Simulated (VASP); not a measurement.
Input of a VASP 6.6.1 run:

File INCAR:

```
ALGO = Normal
EDIFF = 1E-6
ENCUT = 650
GGA = PS
GGA_COMPAT = False
ISIF = 2
ISMEAR = -1
ISYM = 0
LASPH = True
LCHARG = False
LREAL = Auto
LWAVE = False
NBANDS = 198
NELECT = 318.0
NELM = 120
PREC = Accurate
SIGMA = 0.05
```

Contents of KPOINTS:

```
Automatic mesh
0
Gamma
  1 1 1
  0.25 0.25 0.25
```

POSCAR

```
Li31AlCl32
1.0
   10.1327090000      0.0000000000      0.0000000000
    0.0000000000     10.1327090000      0.0000000000
    0.0000000000      0.0000000000     10.1327090000
Cl Li Al
32 31 1
Direct
    0.2522200000      0.0004360000      0.0002410000
    0.2555140000      0.0004640000      0.5000090000
    0.2554020000      0.5003880000      0.0001830000
    0.2706460000      0.5003550000      0.5001210000
    0.7485030000      0.0002810000      0.0000640000
    0.7451640000      0.0004060000      0.5001570000
    0.7452700000      0.5004740000      0.0000460000
    0.7299170000      0.5005720000      0.4998920000
    0.0002680000      0.2525880000      0.0000080000
    0.0004290000      0.2552970000      0.5000750000
    0.0004240000      0.7481510000      0.0001380000
    0.0002600000      0.7453570000      0.5001090000
    0.5004230000      0.2554310000      0.0002730000
    0.5002990000      0.2708910000      0.4998310000
    0.5002190000      0.7454010000      0.0000490000
    0.5002040000      0.7301740000      0.5000720000
    0.0003260000      0.0004840000      0.2525990000
    0.0003460000      0.0003720000      0.7478750000
    0.0003550000      0.5003900000      0.2551050000
    0.9999920000      0.5004620000      0.7451630000
    0.5003180000      0.0003710000      0.2548500000
    0.5001060000      0.9999050000      0.7453730000
    0.5000900000      0.5006290000      0.2703610000
    0.5002230000      0.5004100000      0.7295990000
    0.2525760000      0.2527250000      0.2524400000
    0.2527730000      0.2527280000      0.7479400000
    0.2524230000      0.7480390000      0.2525230000
    0.2523500000      0.7479650000      0.7478560000
    0.7481180000      0.2527260000      0.2524430000
    0.7477130000      0.2526240000      0.7478660000
    0.7480710000      0.7481760000      0.2522770000
    0.7480200000      0.7480810000      0.7476190000
    0.0006730000      0.0004450000      0.0002780000
    0.0007300000      0.0003590000      0.5001190000
    0.0002840000      0.5003510000      0.0005480000
    0.0003900000      0.5003430000      0.5002930000
    0.5005450000      0.0001950000      0.0003260000
    0.5004490000      0.0001840000      0.5004450000
    0.5005190000      0.5000160000      0.0004870000
    0.2477550000      0.2480290000      0.0005450000
    0.2412700000      0.2410530000      0.5002660000
    0.2479850000      0.7526190000      0.0002580000
    0.2411160000      0.7593300000      0.5006060000
    0.7524700000      0.2479610000      0.0001830000
    0.7595650000      0.2410470000      0.5004950000
    0.7524960000      0.7528480000      0.0001150000
    0.7600460000      0.7600900000      0.5000010000
    0.2478500000      0.0002470000      0.2476900000
    0.2477650000      0.9998580000      0.7527050000
    0.2408770000      0.5002820000      0.2407630000
    0.2411520000      0.5002640000      0.7593780000
    0.7526580000      0.0005480000      0.2477450000
    0.7526670000      0.0001400000      0.7524910000
    0.7595460000      0.5003320000      0.2405490000
    0.7595070000      0.5000550000      0.7592660000
    0.0001380000      0.2480850000      0.2477420000
    0.0003440000      0.2480310000      0.7524680000
    0.0003700000      0.7531270000      0.2476320000
    0.0000450000      0.7525630000      0.7528340000
    0.5004530000      0.2411440000      0.2408220000
    0.5001350000      0.2407170000      0.7596390000
    0.5004020000      0.7598120000      0.2407120000
    0.5002200000      0.7593060000      0.7588590000
    0.5004240000      0.5004830000      0.4999860000
```

Potentials or basis: VASP PAW PBE potentials, release 64 (Cl, Li_sv, Al).

Run with:

```sh
$ cat potpaw_PBE.64/Cl/POTCAR potpaw_PBE.64/Li_sv/POTCAR potpaw_PBE.64/Al/POTCAR > POTCAR
$ mpirun -np 1 vasp_std > vasp.out
```

Q: Predict the largest force.

A: 0.027 eV/Å.

Forces on the atoms (eV/Å):
```
Cl   0.005 -0.001 -0.001
Cl   0.003 -0.007  0.005
Cl   0.003 -0.003 -0.004
Cl  -0.016 -0.001 -0.001
Cl  -0.005  0.002  0.000
Cl   0.001  0.004 -0.001
Cl   0.003 -0.002  0.000
Cl   0.018 -0.006  0.001
Cl  -0.002  0.000  0.003
Cl  -0.005  0.010  0.004
Cl  -0.005  0.004  0.000
Cl   0.005  0.005  0.000
Cl  -0.003 -0.002 -0.005
Cl   0.003 -0.026  0.005
Cl   0.001  0.002 -0.003
Cl   0.003  0.010  0.001
Cl  -0.002  0.001 -0.008
Cl   0.000  0.001  0.003
Cl  -0.006 -0.002  0.006
Cl   0.010 -0.005 -0.002
Cl   0.003  0.003  0.004
Cl   0.003  0.011  0.003
Cl   0.007 -0.007 -0.017
Cl   0.004 -0.002  0.018
Cl   0.002 -0.003  0.001
Cl  -0.004 -0.003 -0.002
Cl   0.004  0.003 -0.004
Cl   0.002  0.000  0.000
Cl  -0.005 -0.002  0.000
Cl   0.004 -0.003 -0.002
Cl  -0.001  0.001 -0.002
Cl  -0.002 -0.001  0.007
Li  -0.001  0.002 -0.001
Li   0.001  0.003  0.003
Li   0.002  0.003 -0.003
Li   0.001  0.002 -0.001
Li  -0.001  0.000  0.000
Li  -0.001  0.002 -0.004
Li  -0.002  0.009 -0.001
Li   0.000 -0.001 -0.004
Li  -0.009 -0.007 -0.001
Li  -0.001  0.002  0.001
Li  -0.010  0.013 -0.008
Li   0.006 -0.002 -0.001
Li   0.009 -0.005 -0.005
Li   0.003  0.000 -0.002
Li  -0.001 -0.002  0.000
Li   0.001  0.002  0.003
Li   0.000  0.007 -0.002
Li  -0.005  0.003 -0.005
Li  -0.011 -0.001  0.008
Li   0.001 -0.002 -0.001
Li   0.001  0.001  0.001
Li   0.009  0.003 -0.002
Li   0.005  0.006  0.007
Li   0.003 -0.002 -0.001
Li   0.001 -0.003  0.001
Li   0.000 -0.005  0.003
Li   0.000  0.002 -0.004
Li  -0.003 -0.009 -0.006
Li  -0.001 -0.003  0.003
Li  -0.003  0.005 -0.006
Li   0.001  0.008  0.017
Al  -0.023 -0.011  0.002
```

Caveat: the cell carries a net charge on a neutralising background, which shifts energy and pressure; the PAW data sets were made with another functional, which shifts forces and pressure a little.
